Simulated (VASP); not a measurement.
Write the native input for VASP 6.6.1 that does the following.

```yaml
Task: single point
Functional: PBE
Potentials_or_basis: VASP PAW PBE potentials, release 64 (Ga_d, As)
Cutoff: 520 eV
k_mesh: 4 × 4 × 4
Occupations: gaussian, width 0.01 eV
Spin: no spin polarisation
Dipole_correction: no
Further_INCAR_settings: ALGO = Normal; EDIFF = 1e-06; NBANDS = 16
```

The structure of GaAs lies in POSCAR:

```
GaAs
1.0
    0.0000000000      2.8330850941      2.8330850941
    2.8330850941      0.0000000000      2.8330850941
    2.8330850941      2.8330850941      0.0000000000
Ga As
1 1
Direct
    0.0000000000      0.0000000000      0.0000000000
    0.2500000000      0.2500000000      0.2500000000
```

The input as run:

INCAR

```
PREC = Accurate
ENCUT = 520
EDIFF = 1E-6
ISMEAR = 0
SIGMA = 0.01
LREAL = False
LASPH = True
NELM = 60
ALGO = Normal
ISIF = 2
LWAVE = False
LCHARG = False
GGA = PE
NBANDS = 16
```

KPOINTS

```
regular mesh
0
Gamma
  4 4 4
```

Potentials or basis: VASP PAW PBE potentials, release 64 (Ga_d, As).

Launch:

```console
$ cat potpaw_PBE.64/Ga_d/POTCAR potpaw_PBE.64/As/POTCAR > POTCAR
$ mpirun -np 1 vasp_std > vasp.out
```

It gave:

* Pressure: 3.2 GPa
* Band gap on the k mesh: 0.46 eV, direct

Caveat: the k points lie up to 0.48 Å⁻¹ apart.

Wall time 7.2 s on 1 thread of Intel(R) Xeon(R) Platinum 8375C CPU @ 2.90GHz (Ice Lake), with other jobs on the host, peak memory 0.14 GiB.
